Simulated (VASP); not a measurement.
Set up this calculation in VASP 6.6.1, as the native input.

```yaml
Task: single point
Functional: LDA
Potentials_or_basis: VASP PAW LDA potentials, release 64 (Sn_d)
Cutoff: 520 eV
k_mesh: 15 × 15 × 15
Occupations: fermi-dirac, width 0.05 eV
Spin: no spin polarisation
Dipole_correction: no
Further_INCAR_settings: ALGO = Normal; EDIFF = 1e-06; NBANDS = 21
```

The structure of Sn lies in POSCAR:

```
Sn
1.0
   -2.9542208476      2.9542208476      1.6115820057
    2.9542208476     -2.9542208476      1.6115820057
    2.9542208476      2.9542208476     -1.6115820057
Sn
2
Direct
    0.0000000000      0.0000000000      0.0000000000
    0.7500000000      0.2500000000      0.5000000000
```

These files were run (other wordings do the same):

INCAR

```
SYSTEM = Sn
PREC     = Accurate       ! precision mode
ENCUT    = 520            ! plane-wave cutoff, eV
EDIFF    = 1E-6           ! SCF threshold, eV
ISMEAR   = -1             ! smearing method
SIGMA    = 0.05           ! smearing width, eV
LREAL    = .FALSE.        ! projectors in reciprocal space
LASPH    = .TRUE.         ! aspherical terms in the spheres
NELM     = 60             ! most SCF steps
ALGO     = Normal         ! electronic algorithm
ISIF     = 2              ! what is computed and relaxed
LWAVE    = .FALSE.        ! write WAVECAR
LCHARG   = .FALSE.        ! write CHGCAR
GGA      = CA             ! functional
NBANDS   = 21             ! bands
```

KPOINTS

```
Automatic mesh
0
G
  15 15 15
  0 0 0
```

Potentials or basis: VASP PAW LDA potentials, release 64 (Sn_d).

Run with:

```console
$ cat potpaw_LDA.64/Sn_d/POTCAR > POTCAR
$ mpirun -np 1 vasp_std > vasp.out
```

It gave:

The pressure is -3.6 GPa. The band gap on the k mesh is zero (bands 14 and 15 overlap by 4.07 eV).

Caveat: the cell stands under tension; spin-orbit coupling is left out, which moves the levels of the heavy elements.

Wall time 6.7 min on 1 thread of Intel Xeon 8259CL, with other jobs on the host, peak memory 0.37 GiB.
